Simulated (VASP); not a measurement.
A run of VASP 6.6.1 is set up as follows.

Contents of INCAR:

```
SYSTEM = GaN
PREC = Accurate
ENCUT = 600
EDIFF = 1E-6
ISMEAR = 0
SIGMA = 0.01
LREAL = .FALSE.
LASPH = .TRUE.
NELM = 120
ALGO = Normal
ISIF = 2
LWAVE = .FALSE.
LCHARG = .TRUE.
LELF = .TRUE.
LVHAR = .TRUE.
NBANDS = 16
GGA_COMPAT = .FALSE.
```

The input KPOINTS:

```
regular mesh
0
G
  8 8 8
  0 0 0
```

POSCAR

```
GaN
1.0
    0.0000000000      2.0431674149      2.0431674149
    2.0431674149      0.0000000000      2.0431674149
    2.0431674149      2.0431674149      0.0000000000
Ga N
1 1
Direct
    0.0000000000      0.0000000000      0.0000000000
    0.5000000000      0.5000000000      0.5000000000
```

Potentials or basis: VASP PAW LDA potentials, release 64 (Ga_d, N).

Run with:

```bash
$ cat potpaw_LDA.64/Ga_d/POTCAR potpaw_LDA.64/N/POTCAR > POTCAR
$ mpirun -np 1 vasp_std > vasp.out
```

Q: What does it give for the band gap on the k mesh?

A: 1.10 eV (least direct gap 4.19 eV).

Q: What does it give for the pressure?

A: 21.7 GPa.

Caveat: the cell stands under pressure. A k mesh can miss the band edges.
